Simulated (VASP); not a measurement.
# NbCrCl (P4/mmm) in VASP: single point with PBE

Aim: the single point of NbCrCl with PBE.

Everything below comes from runs of VASP 6.6.1. Logs are shortened: lines on timing, memory, paths and dates and some standing lists are left out, and cuts for length are marked.

### 1 The cell of the first run

The structure is tetragonal, space group P4/mmm (No. 123). The conventional cell has a = 4.714 Å, b = 4.714 Å, c = 4.832 Å, α = 90.00°, β = 90.00°, γ = 90.00°. Within 3.2 Å of Nb (site symmetry 4/mmm) lie 2 Cl at 2.42 Å. Cr (site symmetry 4/mmm) has 4 Nb at 3.33 Å and 8 Cl at 4.12 Å within 4.4 Å. Cl (site symmetry 4/mmm) has 2 Nb at 2.42 Å within 3.2 Å.

The cell was generated, and may not be a known phase.

### 2 Single point, PBE, collinear spin, ferromagnetic start

The input, INCAR:

```
  PREC = Accurate
  ENCUT = 700
  EDIFF = 1E-6
  ISMEAR = 0
  SIGMA = 0.1
  LREAL = F
  LASPH = T
  NELM = 200
  ALGO = Normal
  ISIF = 2
  LWAVE = F
  LCHARG = F
  ISPIN = 2
  MAGMOM = 0 3 0
  LORBIT = 11
  LMAXMIX = 4
  GGA = PE
  NBANDS = 28
  GGA_COMPAT = F
```

The input, KPOINTS:

```
regular mesh
0
Gamma
  4 4 4
```

The input, POSCAR:

```
NbCrCl
1.0
    4.7142921300      0.0000000000      0.0000000000
    0.0000000000      4.7142921300      0.0000000000
    0.0000000000      0.0000000000      4.8315709600
Nb Cr Cl
1 1 1
Direct
    0.5000000000      0.5000000000      0.0000000000
    0.0000000000      0.0000000000      0.0000000000
    0.5000000000      0.5000000000      0.5000000000
```

Potentials or basis: VASP PAW PBE potentials, release 64 (Nb_sv, Cr_sv, Cl).

Command:

```bash
cat potpaw_PBE.64/Nb_sv/POTCAR potpaw_PBE.64/Cr_sv/POTCAR potpaw_PBE.64/Cl/POTCAR > POTCAR
mpirun -np 1 vasp_std > vasp.out
```

OUTCAR:

```text
PREC = Accurate
   ENCUT = 700
   EDIFF = 1E-6
   ISMEAR = 0
   LREAL = F
   LASPH = T
   NELM = 200
   ISIF = 2
   ISPIN = 2
   LORBIT = 11
   GGA = PE

 ion  position               nearest neighbor table
   1  0.500  0.500  0.000-   3 2.42   3 2.42
   2  0.000  0.000  0.000-
   3  0.500  0.500  0.500-   1 2.42   1 2.42

  LATTYP: Found a simple tetragonal cell.
 ALAT       =     4.7142921300
 C/A-ratio  =     1.0248772937

  Lattice vectors:

 A1 = (   4.7142921300,   0.0000000000,   0.0000000000)
 A2 = (   0.0000000000,   4.7142921300,   0.0000000000)
 A3 = (   0.0000000000,   0.0000000000,   4.8315709600)

Analysis of symmetry for initial positions (statically):
=====================================================================
 Subroutine PRICEL returns:
 Original cell was already a primitive cell.

 Routine SETGRP: Setting up the symmetry group for a
 simple tetragonal supercell.

 Subroutine GETGRP returns: Found 16 space group operations
 (whereof 16 operations were pure point group operations)
 out of a pool of 16 trial point group operations.

The static configuration has the point symmetry D_4h.

Analysis of symmetry for dynamics (positions and initial velocities):
=====================================================================
 Subroutine PRICEL returns:
 Original cell was already a primitive cell.

 Routine SETGRP: Setting up the symmetry group for a
 simple tetragonal supercell.

 Subroutine GETGRP returns: Found 16 space group operations
 (whereof 16 operations were pure point group operations)
 out of a pool of 16 trial point group operations.

The dynamic configuration has the point symmetry D_4h.

Analysis of structural, dynamic, and magnetic symmetry:
=====================================================================
 Subroutine PRICEL returns:
 Original cell was already a primitive cell.

 Routine SETGRP: Setting up the symmetry group for a
 simple tetragonal supercell.

 Subroutine GETGRP returns: Found 16 space group operations
 (whereof 16 operations were pure point group operations)
 out of a pool of 16 trial point group operations.

The overall configuration has the point symmetry D_4h.

 Subroutine INISYM returns: Found 16 space group operations
 (whereof 16 operations are pure point group operations),
 and found     1 'primitive' translations

----------------------------------------------------------------------------------------

                                     Primitive cell

  volume of cell :     107.3795

  direct lattice vectors                    reciprocal lattice vectors
     4.714292130  0.000000000  0.000000000     0.212120923  0.000000000  0.000000000
     0.000000000  4.714292130  0.000000000     0.000000000  0.212120923  0.000000000
     0.000000000  0.000000000  4.831570960     0.000000000  0.000000000  0.206972020

  length of vectors
     4.714292130  4.714292130  4.831570960     0.212120923  0.212120923  0.206972020

  position of ions in fractional coordinates (direct lattice)
     0.500000000  0.500000000  0.000000000
     0.000000000  0.000000000  0.000000000
     0.500000000  0.500000000  0.500000000

  ion indices of the primitive-cell ions
   primitive index   ion index
                 1           1
                 2           2
                 3           3

----------------------------------------------------------------------------------------

 KPOINTS: regular mesh

Automatic generation of k-mesh.
 Grid dimensions read from file:
 generate k-points for:    4    4    4

 Generating k-lattice:

  Cartesian coordinates                     Fractional coordinates (reciprocal lattice)
     0.053030231  0.000000000  0.000000000     0.250000000  0.000000000  0.000000000
     0.000000000  0.053030231  0.000000000     0.000000000  0.250000000  0.000000000
     0.000000000  0.000000000  0.051743005     0.000000000  0.000000000  0.250000000

  Length of vectors
     0.053030231  0.053030231  0.051743005

  Shift w.r.t. Gamma in fractional coordinates (k-lattice)
     0.000000000  0.000000000  0.000000000

 Subroutine IBZKPT returns following result:
 ===========================================

 Found     18 irreducible k-points:

 Following reciprocal coordinates:
            Coordinates               Weight
  0.000000  0.000000  0.000000      1.000000
  0.250000  0.000000  0.000000      4.000000
  0.500000  0.000000  0.000000      2.000000
  0.250000  0.250000  0.000000      4.000000
  0.500000  0.250000  0.000000      4.000000
  0.500000  0.500000  0.000000      1.000000
[... 10 lines left out ...]
  0.500000  0.250000  0.500000      4.000000
  0.500000  0.500000  0.500000      1.000000
   k-points           NKPTS =     18   k-points in BZ     NKDIM =     18   number of bands    NBANDS=     28
   number of dos      NEDOS =    301   number of ions     NIONS =      3
   total plane-waves  NPLWV =  74088
   dimension x,y,z NGX =    42 NGY =   42 NGZ =   42
   dimension x,y,z NGXF=    84 NGYF=   84 NGZF=   84
   ions per type =               1   1   1
   NGX,Y,Z   is equivalent  to a cutoff of  14.81, 14.81, 14.45 a.u.
   NGXF,Y,Z  is equivalent  to a cutoff of  29.62, 29.62, 28.90 a.u.
 SYSTEM =  unknown system
   PREC   = accura    normal or accurate (medium, high low for compatibility)
   ISTART =      0    job   : 0-new  1-cont  2-samecut
   ICHARG =      2    charge: 1-file 2-atom 10-const
   ISPIN  =      2    spin polarized calculation?
   LNONCOLLINEAR =      F non collinear calculations
   LSORBIT =      F    spin-orbit coupling
   LASPH  =      T    aspherical Exc in radial PAW
   ENCUT  =  700.0 eV  51.45 Ry    7.17 a.u.  10.17 10.17 10.42*2*pi/ulx,y,z
   NELM   =    200;   NELMIN=  2; NELMDL= -5     # of ELM steps
   EDIFF  = 0.1E-05   stopping-criterion for ELM
   LREAL  =      F    real-space projection
   EDIFFG = 0.1E-04   stopping-criterion for IOM
   NSW    =      0    number of steps for IOM
   IBRION =     -1    ionic relax: 0-MD 1-quasi-New 2-CG
   NFREE  =      0    steps in history (QN), initial steepest desc. (CG)
   ISIF   =      2    stress and relaxation
   ISYM   =      2    0-nonsym 1-usesym 2-fastsym
   POTIM  = 0.5000    time-step for ionic-motion
   TEBEG  =    0.0;   TEEND  =   0.0 temperature during run
   PSTRESS=    0.0 pullay stress
   NELECT =      34.0000    total number of electrons
   NUPDOWN=      -1.0000    fix difference up-down
   EMIN   =  10.00;   EMAX   =-10.00  energy-range for DOS
   EFERMI =   0.00;   METHOD = LEGACY
   ISMEAR =     0;   SIGMA  =   0.10  broadening in eV -4-tet -1-fermi 0-gaus
   EFERMI_NEDOS =   21; number of points for ismear=-14 and -15
   IALGO  =     38    algorithm
   IMIX   =      4    mixing-type and parameters
     AMIX     =   0.40;   BMIX     =  1.00
     AMIX_MAG =   1.60;   BMIX_MAG =  1.00
  volume/ion in A,a.u.               =      35.79       241.54
  Fermi-wavevector in a.u.,A,eV,Ry     =   1.115820  2.108593 16.939982  1.245054
  Thomas-Fermi vector in A             =   2.252428
   LORBIT       =     11    0 simple, 1 ext, 2 COOP (PROOUT), +10 PAW based schemes
   GGA     = PE    functional components
   LHFCALC =     F    Hartree Fock is set to
   AEXX    =    0.0000 exact exchange contribution
   IVDW    =     0    specifies the selected vdW correction
   LEPSILON=     F    determine dielectric tensor
   LRPA    =     F    only Hartree local field effects (RPA)
 spin polarized calculation
 Gauss-broadening in eV      SIGMA  =   0.10
  energy-cutoff  :      700.00
  volume of cell :      107.38
 maximum number of plane-waves:      4532
 NGX is ok and might be reduce to    42
   NGX = 21   NGY = 21   NGZ = 21

 number of electron      33.9999992 magnetization       2.2727903

 Free energy of the ion-electron system (eV)
  ---------------------------------------------------
  ext. energy  EPLUGINS =         0.00000000
  ---------------------------------------------------
  free energy    TOTEN  =       -17.91969804 eV

  energy without entropy =      -17.90153729  energy(sigma->0) =      -17.91061766

 E-fermi :   2.6040     XC(G=0):  -7.8057

 val. band max:        2.6018102499   @ k =   0.0000   0.0000   0.2500
 cond. band min:       2.6252862527   @ k =   0.2500   0.0000   0.2500
 fundamental gap:      0.0234760028
 Fermi energy:         2.6039758216

 spin component 1

 k-point     1 :       0.0000    0.0000    0.0000
  band No.  band energies     occupation
      1     -69.3291      1.00000
      2     -52.1276      1.00000
      3     -40.7450      1.00000
      4     -40.7450      1.00000
      5     -40.6898      1.00000
      6     -28.4286      1.00000
[... 20 lines left out ...]
     27       7.9808      0.00000
     28       9.5043      0.00000
[... 497 lines left out ...]
 k-point    18 :       0.5000    0.5000    0.5000
  band No.  band energies     occupation
      1     -69.3291      1.00000
      2     -52.1272      1.00000
      3     -40.7452      1.00000
      4     -40.7452      1.00000
      5     -40.6899      1.00000
      6     -28.4557      1.00000
[... 20 lines left out ...]
     27       9.9414      0.00000
     28       9.9414      0.00000
 Fermi energy:         2.6039758216

 spin component 2

 k-point     1 :       0.0000    0.0000    0.0000
  band No.  band energies     occupation
      1     -65.2623      1.00000
      2     -53.2987      1.00000
      3     -36.8063      1.00000
      4     -36.8063      1.00000
      5     -36.5113      1.00000
      6     -29.6203      1.00000
[... 20 lines left out ...]
     27       8.6057      0.00000
     28       9.3993      0.00000
[... 497 lines left out ...]
 k-point    18 :       0.5000    0.5000    0.5000
  band No.  band energies     occupation
      1     -65.2623      1.00000
      2     -53.2983      1.00000
      3     -36.8067      1.00000
      4     -36.8067      1.00000
      5     -36.5114      1.00000
      6     -29.6427      1.00000
[... 20 lines left out ...]
     27      10.3040      0.00000
     28      10.3043      0.00000

------------------------ aborting loop because EDIFF is reached ----------------------------------------

  FORCE on cell =-STRESS in cart. coord.  units (eV):
  Direction    XX          YY          ZZ          XY          YZ          ZX
  --------------------------------------------------------------------------------------
  -------------------------------------------------------------------------------------
  Total       -5.5130417     -5.5130417     -0.8277089      0.0000000      0.0000000      0.0000000
  in kB      -82.2584482    -82.2584482    -12.3499970      0.0000000      0.0000000      0.0000000
  external PRESSURE =     -58.9556311 kB  Pullay stress =       0.0000000 kB

 VOLUME and BASIS-vectors are now :
 -----------------------------------------------------------------------------
  energy-cutoff  :      700.00
  volume of cell :      107.38
      direct lattice vectors                 reciprocal lattice vectors
     4.714292130  0.000000000  0.000000000     0.212120923  0.000000000  0.000000000
     0.000000000  4.714292130  0.000000000     0.000000000  0.212120923  0.000000000
     0.000000000  0.000000000  4.831570960     0.000000000  0.000000000  0.206972020

 POSITION                                       TOTAL-FORCE (eV/Angst)
 -----------------------------------------------------------------------------------
      2.35715      2.35715      0.00000         0.000000      0.000000      0.000000
      0.00000      0.00000      0.00000         0.000000      0.000000      0.000000
      2.35715      2.35715      2.41579         0.000000      0.000000      0.000000
 -----------------------------------------------------------------------------------
    total drift:                                0.000000     -0.000000     -0.000000

  FREE ENERGIE OF THE ION-ELECTRON SYSTEM (eV)
  ---------------------------------------------------
  free  energy   TOTEN  =       -17.9196980393 eV

  energy  without entropy=      -17.9015372903  energy(sigma->0) =      -17.91061766

 total charge

# of ion       s       p       d       tot
------------------------------------------
    1        2.146   5.931   2.457  10.535
    2        2.126   5.905   3.768  11.799
    3        1.593   3.523   0.000   5.116
--------------------------------------------------
tot          5.865  15.359   6.225  27.449

 magnetization (x)

# of ion       s       p       d       tot
------------------------------------------
    1       -0.040  -0.008  -1.686  -1.733
    2        0.063   0.001   3.633   3.698
    3        0.006   0.056   0.000   0.062
--------------------------------------------------
tot          0.029   0.050   1.947   2.026
```

It took 4 min on 1 thread of AMD EPYC 7R43 (Zen 3), shared host; peak memory 0.37 GiB.

What came out:

* Free energy: -17.9197 eV
* Pressure: -5.9 GPa
* Net moment: 2.27 μB per cell
* Site moments: Nb -1.73; Cr +3.70; Cl +0.06 μB
* Valence electrons inside the program's atomic spheres: Nb 10.54; Cr 11.80; Cl 5.12

Stress tensor (GPa, compression positive):
```
-8.23  0.00  0.00
 0.00 -8.23  0.00
 0.00  0.00 -1.23
```

Levels at points of the mesh, in eV from the Fermi level:
Spin up:
| k point | band 16 | band 17 | band 18 | band 19 | band 20 | band 21 |
| --- | --- | --- | --- | --- | --- | --- |
| (0.00, 0.00, 0.00) | -0.68 | -0.58 | -0.58 | 1.01 | 1.01 | 1.39 |
| (0.50, 0.00, 0.00) | -0.59 | -0.52 | -0.46 | -0.32 | 0.39 | 0.71 |
| (0.50, 0.50, 0.00) | -0.77 | -0.64 | -0.40 | 0.93 | 0.93 | 1.65 |
| (0.00, 0.00, 0.50) | -0.49 | -0.49 | -0.30 | 1.21 | 1.47 | 2.32 |
| (0.50, 0.00, 0.50) | -0.60 | -0.52 | -0.41 | -0.20 | 0.84 | 1.77 |
| (0.50, 0.50, 0.50) | -0.54 | -0.40 | -0.24 | 1.21 | 1.21 | 1.87 |
Spin down:
```tsv
k point	band 14	band 15	band 16	band 17	band 18	band 19
(0.00, 0.00, 0.00)	-1.02	-0.75	-0.75	-0.66	1.19	2.60
(0.50, 0.00, 0.00)	-0.99	-0.69	-0.62	0.05	0.18	1.65
(0.50, 0.50, 0.00)	-0.99	-0.99	-0.38	0.30	1.74	1.75
(0.00, 0.00, 0.50)	-0.91	-0.62	0.89	0.89	1.86	3.23
(0.50, 0.00, 0.50)	-0.55	-0.34	0.33	0.81	0.93	2.20
(0.50, 0.50, 0.50)	-0.17	0.33	0.78	0.78	1.14	1.14
```

Caveat: the stress differs along the axes, from -8 to -1 GPa; a cell with one magnetic atom can't hold antiferromagnetic order, which such compounds often take. With open d or f shells a metallic result of PBE can be an artefact of self-interaction; +U or a hybrid may open a gap.
